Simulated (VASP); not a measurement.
Wanted: the native input for a VASP 6.6.1 run.

```yaml
Task: single point
Functional: LDA
Potentials_or_basis: VASP PAW LDA potentials, release 64 (Ca_sv, Mg)
Cutoff: 600 eV
k_mesh: 6 × 6 × 1
Occupations: fermi-dirac, width 0.1 eV
Spin: no spin polarisation
Dipole_correction: no
Further_INCAR_settings: ALGO = Normal; EDIFF = 1e-06; NBANDS = 23
```

The structure of CaMg2 lies in POSCAR:

```
CaMg2
1.0
    3.4682900000      0.0000000000      0.0000000000
   -1.7341450000      3.0036272477      0.0000000000
    0.0000000000      0.0000000000     16.7985200000
Ca Mg
2 4
Direct
    0.3333333333      0.6666666667      0.7500000000
    0.6666666667      0.3333333333      0.2500000000
    0.6666666667      0.3333333333      0.5790600000
    0.3333333333      0.6666666667      0.0790600000
    0.3333333333      0.6666666667      0.4209400000
    0.6666666667      0.3333333333      0.9209400000
```

These files were run (other wordings do the same):

INCAR

```
PREC = Accurate
ENCUT = 600
EDIFF = 1E-6
ISMEAR = -1
SIGMA = 0.1
LREAL = False
LASPH = True
NELM = 120
ALGO = Normal
ISIF = 2
LWAVE = False
LCHARG = False
GGA = CA
NBANDS = 23
GGA_COMPAT = False
```

KPOINTS

```
Automatic mesh
0
Gamma
  6 6 1
```

Potentials or basis: VASP PAW LDA potentials, release 64 (Ca_sv, Mg).

Launch:

```sh
$ cat potpaw_LDA.64/Ca_sv/POTCAR potpaw_LDA.64/Mg/POTCAR > POTCAR
$ mpirun -np 1 vasp_std > vasp.out
```

Results of the run:

- Pressure: -1.9 GPa
- Largest force: 0.068 eV/Å
- Band gap on the k mesh: zero (bands 14 and 15 overlap by 0.83 eV)

Caveat: the k points lie up to 0.37 Å⁻¹ apart, too coarse for converged energies and pressures of a metal.

Run time: 35 s on 1 thread of Intel(R) Xeon(R) Platinum 8488C (Sapphire Rapids), with other jobs on the host, peak memory 0.26 GiB.
